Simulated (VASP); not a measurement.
## ScAl3: relaxation of cell and atoms with PBE

ScAl3:

```
Sc Al
1.0
    -1.59820    2.26020    4.52039
     1.59820   -2.26020    4.52039
     1.59820    2.26020   -4.52039
Sc Al
1 3
Cartesian
  0.0000 0.0000 0.0000
  0.0000 0.0000 4.5204
  0.0000 2.2602 2.2602
  1.5982 0.0000 2.2602
```

```
Program                : VASP 6.6.1
Task                   : relaxation of cell and atoms
Functional             : PBE
Potentials or basis    : VASP PAW PBE potentials, release 64 (Sc_sv, Al)
Cutoff                 : 600 eV
k mesh                 : 6 × 6 × 6
Occupations            : gaussian, width 0.1 eV
Spin                   : no spin polarisation
Dipole correction      : no
Further INCAR settings : ALGO = Fast; EDIFF = 1e-07; IBRION = 2; EDIFFG = -0.04; NSW = 90; ISIF = 3
```

| Property | Result |
| --- | --- |
| Relaxed volume | 17.85 Å³/atom |
| Relaxed cell | a = 5.222 Å, b = 5.222 Å, c = 5.222 Å, α = 134.46°, β = 134.49°, γ = 66.35° |
| Space group after relaxing (to 0.1 Å) | I4/mmm (No. 139) |
| Energy gained by relaxing | 201.8 meV/atom |
| Ionic steps | 17 |
| Pressure after relaxing | -0.1 GPa |
| Largest force after relaxing | 0.027 eV/Å |
| Band gap on the k mesh | zero (bands 10 and 11 overlap by 1.85 eV) |

Forces on the atoms (eV/Å):
```
Sc   0.000  0.000  0.000
Al   0.000  0.000  0.000
Al   0.000  0.000  0.027
Al   0.000  0.000 -0.027
```

Stress tensor (GPa, compression positive):
```
-0.27  0.00  0.00
 0.00 -0.04  0.00
 0.00  0.00 -0.14
```

Step by step:
| step | energy change (eV) | largest force (eV/Å) | pressure (GPa) | volume (Å³) |
| --- | --- | --- | --- | --- |
| 1 | 0.0000 | 0.3447 | 10.01 | 65.32 |
| 2 | -0.2765 | 0.1306 | -2.87 | 75.38 |
| 3 | -0.2868 | 0.1490 | -1.12 | 73.50 |
| 4 | -0.3821 | 0.1388 | -0.97 | 73.14 |
| 5 | -0.5038 | 0.0259 | -0.54 | 72.49 |
| 6 | -0.5112 | 0.1752 | 1.79 | 70.76 |
| 7 | -0.5524 | 0.1085 | 0.69 | 71.48 |
| 8 | -0.5908 | 0.1516 | 0.47 | 71.58 |
| 9 | -0.7528 | 0.3269 | 0.04 | 71.56 |
| 10 | -0.2041 | 0.8280 | 2.67 | 70.26 |
| 11 | -0.7618 | 0.3729 | 0.02 | 71.50 |
| 12 | -0.7858 | 0.2778 | -0.09 | 71.49 |
| 13 | -0.7974 | 0.1387 | -0.15 | 71.45 |
| 14 | -0.8035 | 0.1057 | 0.00 | 71.28 |
| 15 | -0.8057 | 0.0716 | 0.17 | 71.11 |
| 16 | -0.8069 | 0.0419 | -0.04 | 71.30 |
| 17 | -0.8071 | 0.0271 | -0.15 | 71.39 |

Final structure:
```
Sc Al
1.0
    -2.02146    2.01981    4.37126
     2.02146   -2.01981    4.37126
     2.02146    2.01981   -4.37126
Sc Al
1 3
Direct
  0.00000 0.00000 0.00000
  0.50000 0.50000 0.00000
  0.74953 0.24953 0.50000
  0.25047 0.75047 0.50000
```

Levels at points of the mesh, in eV from the Fermi level:
| k point | band 6 | band 7 | band 8 | band 9 | band 10 | band 11 | band 12 | band 13 | band 14 |
| --- | --- | --- | --- | --- | --- | --- | --- | --- | --- |
| (0.00, 0.00, 0.00) | -2.41 | -2.13 | -1.04 | -1.04 | -0.90 | 1.39 | 1.53 | 1.55 | 1.71 |
| (0.50, 0.00, 0.00) | -6.51 | -3.11 | -2.72 | -0.75 | 0.40 | 1.12 | 1.78 | 2.61 | 2.68 |
| (0.00, 0.50, 0.00) | -6.52 | -3.12 | -2.72 | -0.73 | 0.40 | 1.11 | 1.79 | 2.62 | 2.68 |
| (0.50, 0.50, 0.00) | -4.93 | -4.27 | -3.39 | -2.43 | -1.83 | -0.45 | 2.51 | 2.85 | 2.94 |
| (0.50, 0.50, 0.50) | -6.98 | -1.82 | -1.04 | -1.02 | 0.23 | 1.48 | 1.48 | 1.91 | 3.60 |

It took 13 min on 1 thread of Intel(R) Xeon(R) Platinum 8488C (Sapphire Rapids), on a shared host, peak memory 0.3 GiB.
